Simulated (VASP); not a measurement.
A run of VASP 6.6.1:

Contents of INCAR:

```
PREC = Accurate
ENCUT = 520
EDIFF = 1E-6
ISMEAR = 0
SIGMA = 0.02
LREAL = F
LASPH = T
NELM = 60
ALGO = Normal
ISIF = 2
LWAVE = F
LCHARG = T
GGA = PE
LELF = T
LVHAR = T
NBANDS = 37
```

Contents of KPOINTS:

```
Automatic mesh
0
Gamma
  6 6 10
```

The input POSCAR:

```
B4C3
1.0
    6.8271901178      0.0000000000      0.0000000000
   -3.4135950589      5.9125200785      0.0000000000
    0.0000000000      0.0000000000      2.7333796457
B C
8 6
Direct
    0.6666666667      0.3333333333      0.7500000000
    0.3333333333      0.6666666667      0.2500000000
    0.6751239654      0.9822766285      0.7500000000
    0.6928473370      0.6751239654      0.2500000000
    0.9822766285      0.3071526630      0.2500000000
    0.0177233715      0.6928473370      0.7500000000
    0.3248760346      0.0177233715      0.2500000000
    0.3071526630      0.3248760346      0.7500000000
    0.8487562002      0.2496054662      0.7500000000
    0.5991507341      0.8487562002      0.2500000000
    0.2496054662      0.4008492659      0.2500000000
    0.7503945338      0.5991507341      0.7500000000
    0.4008492659      0.1512437998      0.7500000000
    0.1512437998      0.7503945338      0.2500000000
```

Potentials or basis: VASP PAW PBE potentials, release 64 (B, C).

Command:

```sh
$ cat potpaw_PBE.64/B/POTCAR potpaw_PBE.64/C/POTCAR > POTCAR
$ mpirun -np 1 vasp_std > vasp.out
```

Hardware: 1 thread of Intel(R) Xeon(R) 6975P-C (Granite Rapids) (shared host).

**Question.** Estimate the wall time of this run.

**Answer.** Run time: 95 s on 1 thread of Intel(R) Xeon(R) 6975P-C (Granite Rapids), on a shared host, peak memory 0.3 GiB. Counts: scf iterations 14, k points 48.
